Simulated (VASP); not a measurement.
SiC: single point with r2SCAN

The system is SiC.

```
CELL_PARAMETERS angstrom
3.08627 0.00000 0.00000
-1.54314 2.67279 0.00000
0.00000 0.00000 5.06486
ATOMIC_POSITIONS crystal
Si 0.33333 0.66667 0.00000
Si 0.66667 0.33333 0.50000
C 0.33333 0.66667 0.38500
C 0.66667 0.33333 0.88500
```

This cell differs from its parent crystal: strained.

| Property | Result |
| --- | --- |
| Program | VASP 6.6.1 |
| Task | single point |
| Functional | r2SCAN |
| Potentials or basis | VASP PAW PBE potentials, release 64 (Si, C) |
| Cutoff | 520 eV |
| k mesh | 12 × 12 × 6 |
| Occupations | gaussian, width 0.02 eV |
| Spin | no spin polarisation |
| Dipole correction | no |
| Further INCAR settings | ALGO = Normal; EDIFF = 1e-07; NBANDS = 16 |

```json
{
  "Pressure": "-2.2 GPa",
  "Largest force": "0.756 eV/Å",
  "Band gap on the k mesh": "2.71 eV (least direct gap 4.57 eV)"
}
```

Forces in eV/Å, atoms in the order of the input:
```
Si   0.000  0.000  0.756
Si   0.000  0.000  0.756
C    0.000  0.000 -0.756
C    0.000  0.000 -0.756
```

Stress tensor (GPa, compression positive):
```
-1.01  0.00  0.00
 0.00 -1.01  0.00
 0.00  0.00 -4.68
```

Levels at points of the mesh, in eV from the valence-band top:
```csv
k point,band 4,band 5,band 6,band 7,band 8,band 9,band 10,band 11,band 12,band 13
"(0.00, 0.00, 0.00)",-1.64,-1.64,-0.30,-0.30,0.00,5.09,6.46,6.95,6.95,8.03
"(0.50, 0.00, 0.00)",-6.80,-5.59,-3.70,-3.31,-1.57,3.00,4.61,7.24,7.67,10.29
"(0.00, 0.00, 0.50)",-4.62,-1.02,-1.02,-1.02,-1.02,6.20,6.20,7.64,7.64,7.64
"(0.50, 0.00, 0.50)",-8.70,-2.81,-2.81,-2.45,-2.45,3.57,3.57,5.47,5.47,11.03
```

It took 4.3 min on 1 thread of Intel Xeon 8259CL (shared host), peak memory 0.19 GiB.

Caveat: the cell differs from its parent crystal (strained); the PAW data sets were made with another functional, which shifts forces and pressure a little. A k mesh can miss the band edges.
